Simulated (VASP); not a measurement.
A run of VASP 6.6.1:

Contents of INCAR:

```
PREC = Accurate ; ENCUT = 520
EDIFF = 1E-6 ; ISMEAR = 0
SIGMA = 0.15 ; LREAL = F
LASPH = T ; NELM = 100
ALGO = Normal ; ISIF = 2
LWAVE = F ; LCHARG = F
GGA = PE ; NBANDS = 16
```

File KPOINTS:

```
Automatic mesh
0
Gamma
  16 16 16
```

Contents of POSCAR:

```
Si2Ni
1.0
    0.0000000000      2.6794792033      2.8134531635
    2.6794792033      0.0000000000      2.8134531635
    2.6794792033      2.6794792033      0.0000000000
Si Ni
2 1
Direct
    0.2500000000      0.2500000000      0.2500000000
    0.7500000000      0.7500000000      0.7500000000
    0.0000000000      0.0000000000      0.0000000000
```

Potentials or basis: VASP PAW PBE potentials, release 64 (Si, Ni).

Run with:

```bash
$ cat potpaw_PBE.64/Si/POTCAR potpaw_PBE.64/Ni/POTCAR > POTCAR
$ mpirun -np 1 vasp_std > vasp.out
```

Hardware: 1 thread of Intel Xeon 8259CL, on a shared host.

Problem. How long does it take, and how much memory?

Solution. Run time: 5.1 min on 1 thread of Intel Xeon 8259CL, on a shared host, peak memory 0.34 GiB. Counts: scf iterations 14, k points 349.
